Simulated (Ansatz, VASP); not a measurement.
Given: the input of a run of Ansatz 0.2.0 on AgCl.

input.yaml

```yaml
crystal:
  lattice:
    - [0.0, 2.7166437422, 2.7166437422]
    - [2.7166437422, 0.0, 2.7166437422]
    - [2.7166437422, 2.7166437422, 0.0]
  atoms:
    - { symbol: Ag, position: [0.0, 0.0, 0.0] }
    - { symbol: Cl, position: [0.5, 0.5, 0.5] }
kpoints:
  mp_grid: { grid: [8, 8, 8] }
scf:
  occupations: { method: fermi_dirac, width: 0.05 }
hamiltonian:
  xc: pbesol
  pseudopotentials: { kind: all_electron, lapw: { basis_error: 0.0005 } }
output:
  forces: true
  stress: true
  eigenvalues: true
```

Potentials or basis: all-electron LAPW, scalar-relativistic.

Command:

```sh
$ ansatz run input.yaml --threads 1 --pin off --max-ram 3072MiB --backend cpu --events-out ev --progress --plain --runs-dir out
```

Problem. Translate it to VASP 6.6.1. Potentials there: VASP PAW PBE potentials, release 64 (Ag, Cl).

Solution. As run (the cutoff follows the program's own potentials):

INCAR

```
PREC     = Accurate       # precision mode
ENCUT    = 520            # plane-wave cutoff, eV
EDIFF    = 1E-6           # SCF threshold, eV
ISMEAR   = -1             # smearing method
SIGMA    = 0.05           # smearing width, eV
LREAL    = F              # projectors in reciprocal space
LASPH    = T              # aspherical terms in the spheres
NELM     = 100            # most SCF steps
ALGO     = Normal         # electronic algorithm
ISIF     = 2              # what is computed and relaxed
LWAVE    = F              # write WAVECAR
LCHARG   = T              # write CHGCAR
GGA      = PS             # functional
LELF     = T              # ELF
LVHAR    = T            
NBANDS   = 16             # bands
```

File KPOINTS:

```
Automatic mesh
0
Gamma
  8 8 8
```

File POSCAR:

```
AgCl
1.0
    0.0000000000      2.7166437422      2.7166437422
    2.7166437422      0.0000000000      2.7166437422
    2.7166437422      2.7166437422      0.0000000000
Ag Cl
1 1
Direct
    0.0000000000      0.0000000000      0.0000000000
    0.5000000000      0.5000000000      0.5000000000
```

Potentials or basis: VASP PAW PBE potentials, release 64 (Ag, Cl).

The run is started by

```sh
$ cat potpaw_PBE.64/Ag/POTCAR potpaw_PBE.64/Cl/POTCAR > POTCAR
$ mpirun -np 1 vasp_std > vasp.out
```

Both were run:

|  | VASP | Ansatz | Ansatz less VASP |
| --- | --- | --- | --- |
| gap on the k mesh at the Fermi level (eV) | 0.72 | 0.73 | +0.005 |
| least direct gap on the mesh (eV) | 3.25 | 3.26 | +0.004 |
| pressure (GPa) | 0.4 | 0.5 | +0.11 |

VASP's potentials were made for PBE, not for PBEsol. Ansatz ran all-electron here, and VASP with PAW potentials.
